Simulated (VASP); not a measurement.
Wanted: the native input for a VASP 6.6.1 run.

| Item | Value |
| --- | --- |
| Task | single point |
| Functional | LDA |
| Potentials or basis | VASP PAW LDA potentials, release 64 (K_sv, Zn, F) |
| Cutoff | 520 eV |
| k mesh | 6 × 6 × 6 |
| Occupations | gaussian, width 0.05 eV |
| Spin | no spin polarisation |
| Dipole correction | no |
| Further INCAR settings | ALGO = Normal; EDIFF = 1e-07; NBANDS = 29 |

The structure of KZnF3 lies in POSCAR:

```
KZnF3
1.0
    4.0500000000      0.0000000000      0.0000000000
    0.0000000000      4.0500000000      0.0000000000
    0.0000000000      0.0000000000      4.0500000000
K Zn F
1 1 3
Direct
    0.0000000000      0.0000000000      0.0000000000
    0.5000000000      0.5000000000      0.5000000000
    0.4476217199      0.4476217199      0.0000000000
    0.0000000000      0.5000000000      0.5000000000
    0.5000000000      0.0000000000      0.5000000000
```

This cell differs from its parent crystal: atom 3 (F) moved by (-0.300, +0.000) A along [1 1 0] and z.

One way to write it, as run:

INCAR

```
  PREC = Accurate
  ENCUT = 520
  EDIFF = 1E-7
  ISMEAR = 0
  SIGMA = 0.05
  LREAL = False
  LASPH = True
  NELM = 80
  ALGO = Normal
  ISIF = 2
  LWAVE = False
  LCHARG = False
  GGA = CA
  NBANDS = 29
```

KPOINTS

```
Automatic mesh
0
Gamma
  6 6 6
```

Potentials or basis: VASP PAW LDA potentials, release 64 (K_sv, Zn, F).

The run is started by

```bash
$ cat potpaw_LDA.64/K_sv/POTCAR potpaw_LDA.64/Zn/POTCAR potpaw_LDA.64/F/POTCAR > POTCAR
$ mpirun -np 1 vasp_std > vasp.out
```

Results of the run:

```
Pressure               : -4.3 GPa
Largest force          : 0.637 eV/Å
Band gap on the k mesh : 3.56 eV (least direct gap 5.18 eV)
```

Caveat: the cell differs from its parent crystal (atom 3 (F) moved by (-0.300, +0.000) A along [1 1 0] and z); the cell stands under tension.

It took 2.7 min on 1 thread of Intel Xeon 8259CL (shared host), peak memory 0.21 GiB.
